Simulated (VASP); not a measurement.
HfC, 2 atoms in the cell. Symmetry: Fm-3m, No. 225, cubic system. Conventional cell: a = 4.659 Å, b = 4.659 Å, c = 4.659 Å, α = 90.00°, β = 90.00°, γ = 90.00°. Within 3.1 Å of Hf (site symmetry m-3m) lie 6 C at 2.33 Å. Within 3.1 Å of C (site symmetry m-3m) lie 6 Hf at 2.33 Å.  This cell differs from its parent crystal: volume scaled by 1.02.

```yaml
Program: VASP 6.6.1
Task: single point
Functional: PBE
Dispersion: D4
Potentials_or_basis: VASP PAW PBE potentials, release 64 (Hf_pv, C)
Cutoff: 520 eV
k_mesh: 8 × 8 × 8
Occupations: gaussian, width 0.05 eV
Spin: no spin polarisation
Dipole_correction: no
Further_INCAR_settings: ALGO = Normal; EDIFF = 1e-06; NBANDS = 14
```

Potentials or basis: VASP PAW PBE potentials, release 64 (Hf_pv, C).

Run with:

```bash
$ cat potpaw_PBE.64/Hf_pv/POTCAR potpaw_PBE.64/C/POTCAR > POTCAR
$ mpirun -np 1 vasp_std > vasp.out
```

Hardware: 1 thread of Intel Xeon 6975P-C, on a shared host.

How long does it take, and how much memory?

Run time: 14 s on 1 thread of Intel Xeon 6975P-C (shared host), peak memory 0.16 GiB. Counts: scf iterations 12, k points 29.
